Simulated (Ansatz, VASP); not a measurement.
# Ti3Br in VASP and in Ansatz

```
Ti Br
1.0
     4.36309    0.00000    0.00000
     0.00000    4.36309    0.00000
     0.00000    0.00000    4.36309
Ti Br
3 1
Cartesian
  0.0000 2.1815 2.1815
  2.1815 0.0000 2.1815
  2.1815 2.1815 0.0000
  0.0000 0.0000 0.0000
```

Change from the starting cell: species swapped into the MnNi3 type (Pm-3m, No. 221).

Alike in both runs: task relaxation of cell and atoms; functional PBE; k mesh 4 × 4 × 4; occupations gaussian, width 0.1 eV; collinear spin.

|  | VASP | Ansatz |
| --- | --- | --- |
| version | VASP 6.6.1 | Ansatz 0.2.0 |
| potentials or method | VASP PAW PBE potentials, release 64 (Ti_sv, Br), cutoff 600 eV | scalar-relativistic, plane waves, PAW |
| valence electrons in the cell | 43 | 43 |

Ansatz gave:

| Quantity | Value |
| --- | --- |
| gap on the k mesh at the Fermi level, each at its own relaxed structure (eV) | none |
| net moment per atom (μB) | 0.00 |
| relaxed volume (Å³/atom) | 17.03 |
| relaxed length of the cell vector where the two differ most in proportion (Å) | 4.084 |

Problem. Estimate VASP's values.

Solution. gap on the k mesh at the Fermi level, each at its own relaxed structure (eV): none; net moment per atom (μB): 0.00; relaxed volume (Å³/atom): 17.05; relaxed length of the cell vector where the two differ most in proportion (Å): 4.085.

A gap of «none» marks a metal or a gap that the smearing closes. Ansatz's warnings: seeded moment not kept.

The k mesh is coarse, so the values compare programs but aren't converged. Noted on VASP's run: the volume moved by over 15 % at a fixed basis, so the end points are rough.
